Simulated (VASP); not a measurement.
# Al3Cu (Cmmm) in VASP: a series of runs

Runs on Al3Cu. Level: PBEsol. Tasks: single point.

All numbers are computed with VASP 6.6.1; they aren't measurements. Logs are shortened: lines on timing, memory, paths and dates and some standing lists are left out, and cuts for length are marked.

## (1) The cell of the first run

It takes space group Cmmm (No. 65, orthorhombic). Conventional cell: a = 5.436 Å, b = 5.573 Å, c = 3.892 Å, α = 90.00°, β = 90.00°, γ = 90.00°. Within 3.6 Å of Al (site symmetry 2/m) lie 8 Al at 2.72 to 2.79 Å and 4 Cu at 2.75 Å. Within 3.6 Å of Al (site symmetry mmm) lie 4 Cu at 2.72 to 2.79 Å and 8 Al at 2.75 Å. Within 3.6 Å of Cu (site symmetry mmm) lie 12 Al at 2.72 to 2.79 Å.

## (2) Single point, PBEsol (strain +0.0250 x Voigt [0, 0, 0, 0, 0, 1])

INCAR reads:

```
SYSTEM = Al3Cu
PREC = Accurate
ENCUT = 520
EDIFF = 1E-6
ISMEAR = 0
SIGMA = 0.15
LREAL = .FALSE.
LASPH = .TRUE.
NELM = 100
ALGO = Fast
ISIF = 2
LWAVE = .FALSE.
LCHARG = .FALSE.
GGA = PS
NBANDS = 18
```

KPOINTS reads:

```
regular mesh
0
G
  12 12 12
  0 0 0
```

POSCAR reads:

```
Al3Cu
1.0
    3.8923537780      0.0486544222      0.0000000000
    0.0486544222      3.8923537780      0.0000000000
    0.0000000000      0.0000000000      3.8923537780
Al Cu
3 1
Direct
    0.0000000000      0.5000000000      0.5000000000
    0.5000000000      0.0000000000      0.5000000000
    0.5000000000      0.5000000000      0.0000000000
    0.0000000000      0.0000000000      0.0000000000
```

Potentials or basis: VASP PAW PBE potentials, release 64 (Al, Cu).

Launch:

```console
$ cat potpaw_PBE.64/Al/POTCAR potpaw_PBE.64/Cu/POTCAR > POTCAR
$ mpirun -np 1 vasp_std > vasp.out
```

OUTCAR:

```text
SYSTEM = Al3Cu
   PREC = Accurate
   ENCUT = 520
   EDIFF = 1E-6
   ISMEAR = 0
   LREAL = .FALSE.
   LASPH = .TRUE.
   NELM = 100
   ISIF = 2
   GGA = PS

 ion  position               nearest neighbor table
   1  0.000  0.500  0.500-   2 2.72   2 2.72   3 2.75   4 2.75   3 2.75   4 2.75   4 2.75   4 2.75
                             3 2.75   3 2.75   2 2.79   2 2.79
   2  0.500  0.000  0.500-   1 2.72   1 2.72   3 2.75   4 2.75   3 2.75   3 2.75   3 2.75   4 2.75
                             4 2.75   4 2.75   1 2.79   1 2.79
   3  0.500  0.500  0.000-   4 2.72   4 2.72   1 2.75   2 2.75   2 2.75   1 2.75   2 2.75   1 2.75
                             2 2.75   1 2.75   4 2.79   4 2.79
   4  0.000  0.000  0.000-   3 2.72   3 2.72   1 2.75   2 2.75   1 2.75   1 2.75   1 2.75   2 2.75
                             2 2.75   2 2.75   3 2.79   3 2.79

  LATTYP: Found a base centered orthorhombic cell.
 ALAT       =     5.4358117587
 B/A-ratio  =     1.0253164557
 C/A-ratio  =     0.7160574999

  Lattice vectors:

 A1 = (  -0.0486544222,  -3.8923537780,   0.0000000000)
 A2 = (   3.8923537780,   0.0486544222,   0.0000000000)
 A3 = (   0.0000000000,   0.0000000000,   3.8923537780)

Analysis of symmetry for initial positions (statically):
=====================================================================
 Subroutine PRICEL returns:
 Original cell was already a primitive cell.

 Routine SETGRP: Setting up the symmetry group for a
 base centered orthorhombic supercell.

 Subroutine GETGRP returns: Found  8 space group operations
 (whereof  8 operations were pure point group operations)
 out of a pool of  8 trial point group operations.

The static configuration has the point symmetry D_2h.

Analysis of symmetry for dynamics (positions and initial velocities):
=====================================================================
 Subroutine PRICEL returns:
 Original cell was already a primitive cell.

 Routine SETGRP: Setting up the symmetry group for a
 base centered orthorhombic supercell.

 Subroutine GETGRP returns: Found  8 space group operations
 (whereof  8 operations were pure point group operations)
 out of a pool of  8 trial point group operations.

The dynamic configuration has the point symmetry D_2h.

 Subroutine INISYM returns: Found  8 space group operations
 (whereof  8 operations are pure point group operations),
 and found     1 'primitive' translations

----------------------------------------------------------------------------------------

                                     Primitive cell

  volume of cell :      58.9616
[... 98 lines left out ...]
   NFREE  =      0    steps in history (QN), initial steepest desc. (CG)
   ISIF   =      2    stress and relaxation
   ISYM   =      2    0-nonsym 1-usesym 2-fastsym
   POTIM  = 0.5000    time-step for ionic-motion
   TEBEG  =    0.0;   TEEND  =   0.0 temperature during run
   PSTRESS=    0.0 pullay stress
   NELECT =      20.0000    total number of electrons
   NUPDOWN=      -1.0000    fix difference up-down
   EMIN   =  10.00;   EMAX   =-10.00  energy-range for DOS
   EFERMI =   0.00;   METHOD = LEGACY
   ISMEAR =     0;   SIGMA  =   0.15  broadening in eV -4-tet -1-fermi 0-gaus
   EFERMI_NEDOS =   21; number of points for ismear=-14 and -15
   IALGO  =     68    algorithm
   IMIX   =      4    mixing-type and parameters
     AMIX     =   0.40;   BMIX     =  1.00
     AMIX_MAG =   1.60;   BMIX_MAG =  1.00
  volume/ion in A,a.u.               =      14.74        99.47
  Fermi-wavevector in a.u.,A,eV,Ry     =   1.141726  2.157549 17.735708  1.303538
  Thomas-Fermi vector in A             =   2.278425
   LORBIT       =      0    0 simple, 1 ext, 2 COOP (PROOUT), +10 PAW based schemes
   GGA     = PS    functional components
   LHFCALC =     F    Hartree Fock is set to
   AEXX    =    0.0000 exact exchange contribution
   IVDW    =     0    specifies the selected vdW correction
   LEPSILON=     F    determine dielectric tensor
   LRPA    =     F    only Hartree local field effects (RPA)
 non-spin polarized calculation
 RMM-DIIS sequential band-by-band and
 Gauss-broadening in eV      SIGMA  =   0.15
  energy-cutoff  :      520.00
  volume of cell :       58.96
 maximum number of plane-waves:      1604
 NGX is ok and might be reduce to    30
   NGX = 15   NGY = 15   NGZ = 15

 number of electron      19.9999993 magnetization

 Free energy of the ion-electron system (eV)
  ---------------------------------------------------
  ext. energy  EPLUGINS =         0.00000000
  ---------------------------------------------------
  free energy    TOTEN  =       -16.72072899 eV

  energy without entropy =      -16.70517875  energy(sigma->0) =      -16.71295387

 E-fermi :   8.4180     XC(G=0): -10.9318

 val. band max:        8.4139064074   @ k =   0.5000   0.5000   0.2500
 cond. band min:       8.4198626281   @ k =  -0.4167   0.1667   0.2500
 fundamental gap:      0.0059562206
 Fermi energy:         8.4180385745

 k-point     1 :       0.0000    0.0000    0.0000
  band No.  band energies     occupation
      1      -2.8653      2.00000
      2       4.0634      2.00000
      3       4.0649      2.00000
      4       4.7871      2.00000
      5       4.7949      2.00000
      6       4.8041      2.00000
[... 481 lines left out ...]
      5       4.4493      2.00000
      6       4.7503      2.00000
[... 10 lines left out ...]
     17      15.4575      0.00000
     18      16.4844      0.00000

 [... further k-points ...]

------------------------ aborting loop because EDIFF is reached ----------------------------------------

  FORCE on cell =-STRESS in cart. coord.  units (eV):
  Direction    XX          YY          ZZ          XY          YZ          ZX
  --------------------------------------------------------------------------------------
  -------------------------------------------------------------------------------------
  Total        0.1530616      0.1530616      0.0631598     -0.3599505      0.0000000      0.0000000
  in kB        4.1591800      4.1591800      1.7162561     -9.7810237      0.0000000      0.0000000
  external PRESSURE =       3.3448721 kB  Pullay stress =       0.0000000 kB

 VOLUME and BASIS-vectors are now :
 -----------------------------------------------------------------------------
  energy-cutoff  :      520.00
  volume of cell :       58.96
      direct lattice vectors                 reciprocal lattice vectors
     3.892353778  0.048654422  0.000000000     0.256954103 -0.003211926  0.000000000
     0.048654422  3.892353778  0.000000000    -0.003211926  0.256954103  0.000000000
     0.000000000  0.000000000  3.892353778     0.000000000  0.000000000  0.256913954

 POSITION                                       TOTAL-FORCE (eV/Angst)
 -----------------------------------------------------------------------------------
      0.02433      1.94618      1.94618         0.000000      0.000000      0.000000
      1.94618      0.02433      1.94618         0.000000      0.000000      0.000000
      1.97050      1.97050      0.00000        -0.000000      0.000000      0.000000
      0.00000      0.00000      0.00000        -0.000000      0.000000      0.000000
 -----------------------------------------------------------------------------------
    total drift:                                0.000000     -0.000000      0.000000

  FREE ENERGIE OF THE ION-ELECTRON SYSTEM (eV)
  ---------------------------------------------------
  free  energy   TOTEN  =       -16.7207289878 eV

  energy  without entropy=      -16.7051787478  energy(sigma->0) =      -16.71295387
```

OSZICAR:

```text
N       E                     dE             d eps       ncg     rms          rms(c)
DAV:   1     0.730687122574E+02    0.73069E+02   -0.83142E+03 10906   0.115E+03
DAV:   2    -0.152854899689E+02   -0.88354E+02   -0.81812E+02 11140   0.212E+02
DAV:   3    -0.195500885300E+02   -0.42646E+01   -0.40987E+01 14752   0.522E+01
DAV:   4    -0.196540361799E+02   -0.10395E+00   -0.10340E+00 15428   0.666E+00
DAV:   5    -0.196565685589E+02   -0.25324E-02   -0.25321E-02 15012   0.106E+00    0.183E+01
RMM:   6    -0.256655668030E+02   -0.60090E+01   -0.71178E+01 14060   0.116E+02    0.173E+01
RMM:   7    -0.173201997429E+02    0.83454E+01   -0.23045E+01 12052   0.694E+01    0.487E+00
RMM:   8    -0.167660638866E+02    0.55414E+00   -0.25470E+00 11729   0.233E+01    0.136E+00
RMM:   9    -0.167270810128E+02    0.38983E-01   -0.30626E-01 11987   0.292E+00    0.708E-01
RMM:  10    -0.167226567925E+02    0.44242E-02   -0.55885E-02 13134   0.206E+00    0.283E-01
RMM:  11    -0.167215173256E+02    0.11395E-02   -0.13429E-02 13882   0.752E-01    0.239E-01
RMM:  12    -0.167209721030E+02    0.54522E-03   -0.67608E-03 13668   0.120E+00    0.160E-01
RMM:  13    -0.167207060764E+02    0.26603E-03   -0.11324E-03 13888   0.465E-01    0.402E-02
RMM:  14    -0.167207202915E+02   -0.14215E-04   -0.32238E-04 16036   0.189E-01    0.239E-02
RMM:  15    -0.167207304546E+02   -0.10163E-04   -0.96623E-05 14825   0.672E-02    0.538E-02
RMM:  16    -0.167207303830E+02    0.71584E-07   -0.25093E-05 13819   0.596E-02    0.290E-02
RMM:  17    -0.167207289812E+02    0.14017E-05   -0.63090E-06 12412   0.303E-02    0.208E-02
RMM:  18    -0.167207289878E+02   -0.65636E-08   -0.27770E-06  9471   0.129E-02
   1 F= -.16720729E+02 E0= -.16712954E+02  d E =-.155502E-01
```

Wall time 3.4 min (1 thread of Intel Xeon 6975P-C (Granite Rapids), shared host); peak memory 0.39 GiB.

Results:

- Free energy: -16.7207 eV
- Pressure: 0.3 GPa
- Band gap on the k mesh: zero (bands 10 and 11 overlap by 4.20 eV)

Stress tensor (GPa, compression positive):
```
 0.42 -0.98  0.00
-0.98  0.42  0.00
 0.00  0.00  0.17
```

Caveat: the cell differs from its parent crystal (strain +0.0250 x Voigt [0, 0, 0, 0, 0, 1]); the PAW data sets were made with another functional, which shifts forces and pressure a little.

## (3) Single point, PBEsol (strain +0.0125 x Voigt [0, 0, 0, 0, 0, 1])

INCAR reads:

```
PREC = Accurate ; ENCUT = 520
EDIFF = 1E-7 ; ISMEAR = 0
SIGMA = 0.15 ; LREAL = F
LASPH = T ; NELM = 80
ALGO = Fast ; ISIF = 2
LWAVE = F ; LCHARG = F
GGA = PS ; NBANDS = 18
```

KPOINTS reads:

```
regular mesh
0
Gamma
  12 12 12
```

Changes to POSCAR since step 2:

```diff
@@ -2,4 +2,4 @@
 1.0
-    3.8923537780      0.0486544222      0.0000000000
-    0.0486544222      3.8923537780      0.0000000000
+    3.8923537780      0.0243272111      0.0000000000
+    0.0243272111      3.8923537780      0.0000000000
     0.0000000000      0.0000000000      3.8923537780
```

Potentials or basis: VASP PAW PBE potentials, release 64 (Al, Cu).

Launch:

```console
$ cat potpaw_PBE.64/Al/POTCAR potpaw_PBE.64/Cu/POTCAR > POTCAR
$ mpirun -np 1 vasp_std > vasp.out
```

Run time: 3.4 min. Hardware: 1 thread of Intel Xeon 6975P-C (Granite Rapids), shared host; peak memory 0.39 GiB.

Results (log left out):

```
Free energy            : -16.7243 eV
Pressure               : 0.2 GPa
Band gap on the k mesh : zero (bands 10 and 11 overlap by 4.16 eV)
```

Stress tensor (GPa, compression positive):
```
 0.20 -0.54  0.00
-0.54  0.20  0.00
 0.00  0.00  0.12
```

Levels at points of the mesh, in eV from the Fermi level:
| k point | band 6 | band 7 | band 8 | band 9 | band 10 | band 11 | band 12 | band 13 | band 14 | band 15 |
| --- | --- | --- | --- | --- | --- | --- | --- | --- | --- | --- |
| (0.00, 0.00, 0.00) | -3.62 | -2.45 | -2.43 | -2.41 | -0.60 | 0.51 | 0.51 | 6.35 | 6.49 | 6.60 |
| (0.50, 0.00, 0.00) | -3.59 | -3.41 | 0.23 | 0.24 | 0.32 | 0.32 | 0.71 | 2.00 | 2.34 | 3.35 |
| (0.50, 0.50, 0.00) | -3.86 | -3.42 | -3.34 | -3.09 | 1.33 | 2.92 | 3.05 | 3.32 | 3.70 | 3.84 |
| (0.00, 0.00, 0.50) | -3.59 | -3.41 | 0.22 | 0.26 | 0.27 | 0.38 | 0.70 | 1.99 | 2.34 | 3.34 |
| (0.50, 0.00, 0.50) | -3.86 | -3.42 | -3.34 | -3.09 | 1.33 | 2.97 | 2.98 | 3.29 | 3.78 | 3.80 |
| (0.50, 0.50, 0.50) | -4.03 | -3.98 | -3.41 | -3.41 | -2.49 | -1.94 | -1.90 | -1.86 | 12.16 | 12.24 |

Caveat: the cell differs from its parent crystal (strain +0.0125 x Voigt [0, 0, 0, 0, 0, 1]); the PAW data sets were made with another functional, which shifts forces and pressure a little.
